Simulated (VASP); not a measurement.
**Rb3Ag: single point with r2SCAN**

Crystal: Rb3Ag.

```xyz
4
Lattice="6.1361 0.0000 0.0000 0.0000 6.1361 0.0000 0.0000 0.0000 6.1361" Properties=species:S:1:pos:R:3 pbc="T T T"
Rb    0.0000    3.0681    3.0681
Rb    3.0681    0.0000    3.0681
Rb    3.0681    3.0681    0.0000
Ag    0.0000    0.0000    0.0000
```

* Program: VASP 6.6.1
* Task: single point
* Functional: r2SCAN
* Potentials or basis: VASP PAW PBE potentials, release 64 (Rb_sv, Ag)
* Cutoff: 520 eV
* k mesh: 6 × 6 × 6
* Occupations: methfessel-paxton, width 0.05 eV
* Spin: no spin polarisation
* Dipole correction: no
* Further INCAR settings: ALGO = Normal; EDIFF = 1e-07; NBANDS = 27

* Pressure: -0.2 GPa
* Band gap on the k mesh: zero (bands 19 and 20 overlap by 1.03 eV)

Levels at points of the mesh, in eV from the Fermi level:
| k point | band 15 | band 16 | band 17 | band 18 | band 19 | band 20 | band 21 | band 22 | band 23 | band 24 |
| --- | --- | --- | --- | --- | --- | --- | --- | --- | --- | --- |
| (0.00, 0.00, 0.00) | -4.15 | -4.15 | -4.15 | -3.07 | -0.39 | 1.72 | 1.72 | 1.84 | 1.84 | 1.84 |
| (0.50, 0.00, 0.00) | -4.15 | -4.15 | -4.14 | -2.33 | -1.17 | 0.90 | 1.50 | 1.50 | 2.59 | 2.61 |
| (0.50, 0.50, 0.00) | -4.15 | -4.15 | -4.13 | -1.95 | -0.15 | -0.15 | 0.20 | 1.49 | 2.56 | 2.75 |
| (0.50, 0.50, 0.50) | -4.17 | -4.13 | -4.13 | -1.94 | 0.88 | 0.88 | 0.88 | 0.95 | 0.95 | 0.95 |

It took 9.8 min on 1 thread of Intel Xeon 8259CL (shared host), peak memory 0.43 GiB.

Caveat: the PAW data sets were made with another functional, which shifts forces and pressure a little.
